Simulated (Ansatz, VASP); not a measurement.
# Two plane-wave programs on InSe

```
CELL_PARAMETERS angstrom
1.60512 0.00000 -4.27209
0.00000 4.11055 0.00000
10.62627 0.00000 2.97987
ATOMIC_POSITIONS crystal
In 0.74101 0.00000 0.38580
In 0.09101 0.50000 0.88580
In 0.95899 0.00000 0.61420
In 0.60899 0.50000 0.11420
Se 0.97082 0.00000 0.15472
Se 0.32082 0.50000 0.65472
Se 0.72918 0.00000 0.84528
Se 0.37918 0.50000 0.34528
```

Alike in both runs: task single point; functional PBEsol; k mesh 6 × 7 × 3; occupations gaussian, width 0.05 eV; no spin polarisation.

|  | VASP | Ansatz |
| --- | --- | --- |
| version | VASP 6.6.1 | Ansatz 0.2.0 |
| potentials or method | VASP PAW PBE potentials, release 64 (In_d, Se), cutoff 520 eV | scalar-relativistic, plane waves, PAW |
| valence electrons in the cell | 76 | 116 |

```tsv
	VASP	Ansatz	Ansatz less VASP
gap on the k mesh at the Fermi level (eV)	none	none	-
pressure (GPa)	0.5	0.4	-0.07
traceless stress, the component that is largest in VASP (GPa)	2.47	2.47	-0.008
rms of the force components (eV/Å)	0.275	0.271	-0.0043
```

VASP's potentials were made for PBE, not for PBEsol. Atom by atom the forces differ by 0.009 eV/Å (rms over components). A gap of «none» marks a metal or a gap that the smearing closes. VASP's potentials hold 76 valence electrons a cell and Ansatz's 116, so a difference there can come from the potentials and not from the codes.
